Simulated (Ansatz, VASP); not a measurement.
## Ta2N in VASP and in Ansatz

```xyz
3
Lattice="3.1011 0.0000 0.0000 -1.5506 2.7394 0.0000 0.0000 0.0000 4.8819" Properties=species:S:1:pos:R:3 pbc="T T T"
Ta    1.5506    0.9131    3.6365
Ta    0.0000    1.8263    1.2453
N     0.0000    0.0000    0.0000
```

Change from the starting cell: strain +0.0200 x Voigt [0, 1, 0, 0, 0, 0], atoms carried along.

Alike in both runs: task single point; functional PBE; k mesh 18 × 18 × 10; occupations gaussian, width 0.15 eV; no spin polarisation.

```csv
,VASP,Ansatz
version,VASP 6.6.1,Ansatz 0.2.0
potentials or method,"VASP PAW PBE potentials, release 64 (Ta_pv, N), cutoff 520 eV","scalar-relativistic, plane waves, PAW"
valence electrons in the cell,27,31
```

|  | VASP | Ansatz | Ansatz less VASP |
| --- | --- | --- | --- |
| gap on the k mesh at the Fermi level (eV) | none | none | - |
| pressure (GPa) | -4.9 | -5.2 | -0.38 |
| traceless stress, the component that is largest in VASP (GPa) | -3.31 | -3.33 | -0.024 |
| rms of the force components (eV/Å) | 0.063 | 0.084 | +0.0206 |

Atom by atom the forces differ by 0.021 eV/Å (rms over components). A gap of «none» marks a metal or a gap that the smearing closes. With one functional, cell and mesh, what is left measures potentials, basis and numerics. VASP's potentials hold 27 valence electrons a cell and Ansatz's 31, so a difference there can come from the potentials and not from the codes.

Neither program's run includes spin-orbit coupling.
